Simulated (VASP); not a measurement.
A run of VASP 6.6.1 is set up as follows.

File INCAR:

```
SYSTEM = MgZn5S6
  ALGO = Normal
  EDIFF = 1E-7
  ENCUT = 520
  GGA = PE
  ISIF = 2
  ISMEAR = 0
  LASPH = .TRUE.
  LCHARG = .FALSE.
  LREAL = .FALSE.
  LWAVE = .FALSE.
  NBANDS = 61
  NELM = 100
  PREC = Accurate
  SIGMA = 0.1
```

Contents of KPOINTS:

```
k-points
0
G
  3 3 4
  0 0 0
```

Contents of POSCAR:

```
MgZn5S6
1.0
    6.5699111300      0.0000000000      0.0000000000
   -3.2849555600      5.6897099400      0.0000000000
    0.0000000000      0.0000000000      6.2047870300
Mg Zn S
1 5 6
Direct
    0.0000000000      0.0000000000      0.5000000000
    0.3333333300      0.3333333300      0.0000000000
    0.0000000000      0.6666666700      0.0000000000
    0.6666666700      0.0000000000      0.0000000000
    0.6666666700      0.3333333300      0.5000000000
    0.3333333300      0.6666666700      0.5000000000
    0.3333333300      0.3333333300      0.3849999900
    0.0000000000      0.6666666700      0.3849999900
    0.6666666700      0.0000000000      0.3849999900
    0.6666666700      0.3333333300      0.8849999900
    0.3333333300      0.6666666700      0.8849999900
    0.0000000000      0.0000000000      0.8849999900
```

Potentials or basis: VASP PAW PBE potentials, release 64 (Mg, Zn, S).

Command:

```console
$ cat potpaw_PBE.64/Mg/POTCAR potpaw_PBE.64/Zn/POTCAR potpaw_PBE.64/S/POTCAR > POTCAR
$ mpirun -np 1 vasp_std > vasp.out
```

Q: Predict the largest force.

A: 0.981 eV/Å.

Q: Predict the pressure.

A: 5.5 GPa.

Q: What does it give for the band gap on the k mesh?

A: 2.58 eV.

Forces on the atoms (eV/Å):
```
Mg   0.000  0.000  0.457
Zn   0.015  0.026  0.380
Zn   0.015 -0.026  0.380
Zn  -0.030  0.000  0.380
Zn   0.000  0.000  0.286
Zn   0.000  0.000  0.286
S    0.398  0.689 -0.574
S    0.398 -0.689 -0.574
S   -0.795  0.000 -0.574
S    0.000  0.000 -0.348
S    0.000  0.000 -0.348
S    0.000  0.000  0.247
```

Caveat: the cell stands under pressure.
